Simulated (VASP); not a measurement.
Set up this calculation in VASP 6.6.1, as the native input.

| Property | Result |
| --- | --- |
| Task | single point |
| Functional | r2SCAN |
| Potentials or basis | VASP PAW PBE potentials, release 64 (Y_sv, Li_sv) |
| Cutoff | 520 eV |
| k mesh | 8 × 8 × 8 |
| Occupations | fermi-dirac, width 0.05 eV |
| Spin | no spin polarisation |
| Dipole correction | no |
| Further INCAR settings | ALGO = Normal; EDIFF = 1e-07; NBANDS = 26 |

Crystal: LiY3.

```
CELL_PARAMETERS angstrom
-2.19656 2.19656 5.00210
2.19656 -2.19656 5.00210
2.19656 2.19656 -5.00210
ATOMIC_POSITIONS crystal
Y 0.50000 0.50000 0.00000
Y 0.25000 0.75000 0.50000
Y 0.75000 0.25000 0.50000
Li 0.00000 0.00000 0.00000
```

These files were run (other wordings do the same):

POSCAR

```
LiY3
1.0
   -2.1965611859      2.1965611859      5.0021005973
    2.1965611859     -2.1965611859      5.0021005973
    2.1965611859      2.1965611859     -5.0021005973
Y Li
3 1
Direct
    0.5000000000      0.5000000000      0.0000000000
    0.2500000000      0.7500000000      0.5000000000
    0.7500000000      0.2500000000      0.5000000000
    0.0000000000      0.0000000000      0.0000000000
```

INCAR.step1

```
SYSTEM = LiY3
PREC = Accurate
ENCUT = 520
ISMEAR = -1
SIGMA = 0.05
LREAL = .False.
LASPH = .True.
NELM = 80
NBANDS = 26
GGA = PE
ALGO = Normal
EDIFF = 1E-4
LWAVE = .True.
LCHARG = .False.
```

INCAR.step2

```
SYSTEM = LiY3
PREC = Accurate
ENCUT = 520
EDIFF = 1E-7
ISMEAR = -1
SIGMA = 0.05
LREAL = .False.
LASPH = .True.
NELM = 80
ALGO = Normal
ISIF = 2
LWAVE = .False.
LCHARG = .False.
METAGGA = R2SCAN
LMIXTAU = .True.
NBANDS = 26
ISTART = 1
```

KPOINTS

```
regular mesh
0
Gamma
  8 8 8
  0 0 0
```

Potentials or basis: VASP PAW PBE potentials, release 64 (Y_sv, Li_sv).

Launch:

```bash
$ cat potpaw_PBE.64/Y_sv/POTCAR potpaw_PBE.64/Li_sv/POTCAR > POTCAR
$ cp INCAR.step1 INCAR
$ mpirun -np 1 vasp_std > vasp.out
$ cp INCAR.step2 INCAR
$ mpirun -np 1 vasp_std > vasp.out
```

It gave:

```
Band gap on the k mesh : zero (bands 18 and 19 overlap by 0.86 eV)
```

It took 12 min on 1 thread of Intel(R) Xeon(R) 6975P-C (Granite Rapids), with other jobs on the host, peak memory 0.46 GiB.
